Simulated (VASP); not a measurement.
# Ti2AlN3 (P-3m1) in VASP: a series of runs, part 2 of 2

VASP 6.6.1. Earlier steps stand in the parts before.

## Step 4: Relaxation of cell and atoms, PBE

The COD entry that gives the cell may itself be a prediction, so a difference from it is no test against experiment.

Input file INCAR:

```
SYSTEM = Ti2AlN3
PREC = Accurate
ENCUT = 600
EDIFF = 1E-6
ISMEAR = 0
SIGMA = 0.1
LREAL = .FALSE.
LASPH = .TRUE.
NELM = 60
ALGO = Normal
ISIF = 3
LWAVE = .FALSE.
LCHARG = .FALSE.
GGA = PE
IBRION = 2
NSW = 100
EDIFFG = -0.01
```

Input file KPOINTS:

```
Automatic mesh
0
G
  12 12 6
  0 0 0
```

Input file POSCAR:

```
Ti2AlN3
1.0
    2.9607723043      0.0000000000      0.0000000000
   -1.4803861521      2.5641040303      0.0000000000
    0.0000000000      0.0000000000      7.3082378627
Ti Al N
2 1 3
Direct
    0.3333333333      0.6666666667      0.1609868532
    0.6666666667      0.3333333333      0.8390131468
    0.0000000000      0.0000000000      0.5000000000
    0.6666666667      0.3333333333      0.3441796998
    0.3333333333      0.6666666667      0.6558203002
    0.0000000000      0.0000000000      0.0000000000
```

Potentials or basis: VASP PAW PBE potentials, release 64 (Ti_sv, Al, N).

Run with:

```bash
$ cat potpaw_PBE.64/Ti_sv/POTCAR potpaw_PBE.64/Al/POTCAR potpaw_PBE.64/N/POTCAR > POTCAR
$ mpirun -np 1 vasp_std > vasp.out
```

OUTCAR:

```text
SYSTEM = Ti2AlN3
   PREC = Accurate
   ENCUT = 600
   EDIFF = 1E-6
   ISMEAR = 0
   LREAL = .FALSE.
   LASPH = .TRUE.
   NELM = 60
   ISIF = 3
   GGA = PE
   IBRION = 2
   NSW = 100
   EDIFFG = -0.01

 ion  position               nearest neighbor table
   1  0.333  0.667  0.161-   6 2.08   6 2.08   6 2.08   4 2.17   4 2.17   4 2.17   2 2.91   2 2.91
                             2 2.91   3 3.01   3 3.01   3 3.01
   2  0.667  0.333  0.839-   6 2.08   6 2.08   6 2.08   5 2.17   5 2.17   5 2.17   1 2.91   1 2.91
                             1 2.91   3 3.01   3 3.01   3 3.01
   3  0.000  0.000  0.500-   4 2.05   5 2.05   5 2.05   4 2.05   4 2.05   5 2.05   1 3.01   2 3.01
                             1 3.01   2 3.01   1 3.01   2 3.01
   4  0.667  0.333  0.344-   3 2.05   3 2.05   3 2.05   1 2.17   1 2.17   1 2.17
   5  0.333  0.667  0.656-   3 2.05   3 2.05   3 2.05   2 2.17   2 2.17   2 2.17
   6  0.000  0.000  0.000-   1 2.08   2 2.08   1 2.08   2 2.08   2 2.08   1 2.08

  LATTYP: Found a hexagonal cell.
[... 316 lines left out ...]
  ext. energy  EPLUGINS =         0.00000000
  ---------------------------------------------------
  free energy    TOTEN  =       -53.54120183 eV

  energy without entropy =      -53.53162274  energy(sigma->0) =      -53.53641228

 E-fermi :  11.1962     XC(G=0): -12.7169

 val. band max:       11.1713914701   @ k =  -0.2500  -0.4167   0.1667
 cond. band min:      11.2041488795   @ k =   0.2500   0.2500   0.3333
 fundamental gap:      0.0327574093
 Fermi energy:        11.1962049343

 k-point     1 :       0.0000    0.0000    0.0000
  band No.  band energies     occupation
      1     -46.5806      2.00000
      2     -46.5113      2.00000
      3     -23.1140      2.00000
      4     -22.6936      2.00000
      5     -22.5961      2.00000
      6     -22.5961      2.00000
[... 661 lines left out ...]
     24      12.3010      0.00000
     25      12.8835      0.00000

 [... further k-points ...]
[... 5 lines left out ...]
  --------------------------------------------------------------------------------------
  -------------------------------------------------------------------------------------
  Total        0.0160003      0.0160003      0.0012907      0.0000000      0.0000000      0.0000000
  in kB        0.4617626      0.4617626      0.0372503      0.0000000      0.0000000      0.0000000
  external PRESSURE =       0.3202585 kB  Pullay stress =       0.0000000 kB
[... 21 lines left out ...]
  FREE ENERGIE OF THE ION-ELECTRON SYSTEM (eV)
  ---------------------------------------------------
  free  energy   TOTEN  =       -53.5412018283 eV

  energy  without entropy=      -53.5316227391  energy(sigma->0) =      -53.53641228

 reached required accuracy - stopping structural energy minimisation
```

CONTCAR:

```text
Ti2AlN3
   1.00000000000000
     2.9604333383785848   -0.0000000000000067   -0.0000000000000000
    -1.4802166691393042    2.5638104772010570    0.0000000000000000
    -0.0000000000000000    0.0000000000000000    7.3143815124025435
  Ti              Al              N
     2     1     3
Direct
     0.3333333332999970    0.6666666667000030    0.1614492812908656
     0.6666666667000030    0.3333333332999970    0.8385507187091343
     1.0000000000000000    0.0000000000000000    0.5000000000000000
     0.6666666667000030    0.3333333332999970    0.3445693659241381
     0.3333333332999970    0.6666666667000030    0.6554306340758618
     1.0000000000000000    0.0000000000000000    1.0000000000000000

  0.00000000E+00  0.00000000E+00  0.00000000E+00
  0.00000000E+00  0.00000000E+00  0.00000000E+00
  0.00000000E+00  0.00000000E+00  0.00000000E+00
  0.00000000E+00  0.00000000E+00  0.00000000E+00
  0.00000000E+00  0.00000000E+00  0.00000000E+00
  0.00000000E+00  0.00000000E+00  0.00000000E+00
```

Wall time 16 min (1 thread of AMD EPYC 7R13, shared host); peak memory 0.27 GiB.

What came out:

```
Free energy                            : -53.5412 eV
Relaxed volume                         : 9.25 Å³/atom
Relaxed cell                           : a = 2.960 Å, b = 2.960 Å, c = 7.314 Å, α = 90.00°, β = 90.00°, γ = 120.00°
Space group after relaxing (to 0.05 Å) : P-3m1 (No. 164)
Energy gained by relaxing              : 0.1 meV/atom
Ionic steps                            : 4
Pressure after relaxing                : 0.0 GPa
Largest force after relaxing           : 0.008 eV/Å
Band gap on the k mesh                 : zero (band 21 reaches 12.15 eV, above the bottom of band 22 at 11.02 eV)
```

Forces on the atoms (eV/Å):
```
Ti   0.000  0.000 -0.008
Ti   0.000  0.000  0.008
Al   0.000  0.000  0.000
N    0.000  0.000 -0.001
N    0.000  0.000  0.001
N    0.000  0.000  0.000
```

Step by step:
| step | energy change (eV) | largest force (eV/Å) | pressure (GPa) | volume (Å³) |
| --- | --- | --- | --- | --- |
| 1 | 0.0000 | 0.0741 | 0.29 | 55.48 |
| 2 | -0.0002 | 0.0311 | -0.39 | 55.61 |
| 3 | -0.0003 | 0.0298 | -0.20 | 55.57 |
| 4 | -0.0004 | 0.0076 | 0.03 | 55.52 |

Final structure:
```cif
data_structure
_symmetry_space_group_name_H-M 'P 1'
_symmetry_Int_Tables_number 1
_cell_length_a 2.9604
_cell_length_b 2.9604
_cell_length_c 7.3144
_cell_angle_alpha 90.000
_cell_angle_beta 90.000
_cell_angle_gamma 120.000
_cell_volume 55.52
loop_
_atom_site_label
_atom_site_type_symbol
_atom_site_fract_x
_atom_site_fract_y
_atom_site_fract_z
_atom_site_occupancy
Ti1 Ti 0.33333 0.66667 0.16145 1
Ti2 Ti 0.66667 0.33333 0.83855 1
Al1 Al 0.00000 0.00000 0.50000 1
N1 N 0.66667 0.33333 0.34457 1
N2 N 0.33333 0.66667 0.65543 1
N3 N 0.00000 0.00000 0.00000 1
```

Levels at points of the mesh, in eV from the Fermi level:
| k point | band 18 | band 19 | band 20 | band 21 | band 22 | band 23 | band 24 | band 25 |
| --- | --- | --- | --- | --- | --- | --- | --- | --- |
| (0.00, 0.00, 0.00) | -1.76 | -1.76 | -1.75 | -0.21 | -0.10 | -0.10 | 1.27 | 1.27 |
| (0.50, 0.00, 0.00) | -3.61 | -3.49 | -3.30 | -2.35 | 0.85 | 1.98 | 2.34 | 2.40 |
| (0.00, 0.00, 0.50) | -2.80 | -2.23 | -2.23 | -0.03 | -0.03 | 0.17 | 1.24 | 1.24 |
| (0.50, 0.00, 0.50) | -4.18 | -3.73 | -2.77 | -1.63 | 0.51 | 1.98 | 2.28 | 2.29 |

## Step 5: The runs side by side

| task | spin | cell | k mesh | cutoff (eV) | gap on the mesh (eV) | pressure (GPa) | relaxed volume (Å³/atom) | largest force (eV/Å) |
| --- | --- | --- | --- | --- | --- | --- | --- | --- |
| relaxation of cell and atoms | off | relaxed from a = 2.959, b = 2.959, c = 7.309 Å, angles 90.0, 90.0, 120.0°, 6 atoms | 6 × 6 × 4 | 600 | none | 0.0 | 9.25 | 0.01 |
| single point | collinear, ferromagnetic start | a = 3.282, b = 3.282, c = 8.040 Å, angles 90.0, 90.0, 120.0°, 6 atoms | 6 × 6 × 2 | 520 | none | -41.4 | - | 1.50 |
| relaxation of cell and atoms | off | relaxed from a = 2.961, b = 2.961, c = 7.308 Å, angles 90.0, 90.0, 120.0°, 6 atoms | 12 × 12 × 6 | 600 | none | 0.0 | 9.25 | 0.01 |

Alike in all rows: level PBE; potentials or basis VASP PAW PBE potentials, release 64 (Ti_sv, Al, N); smearing gaussian 0.1 eV.

Caveats: some runs use coarse meshes; forces of over 1 eV/Å act on the atoms, so gaps and moduli don't describe the material at rest (some runs).

Absolute energies hang on the potentials; compare differences alone.
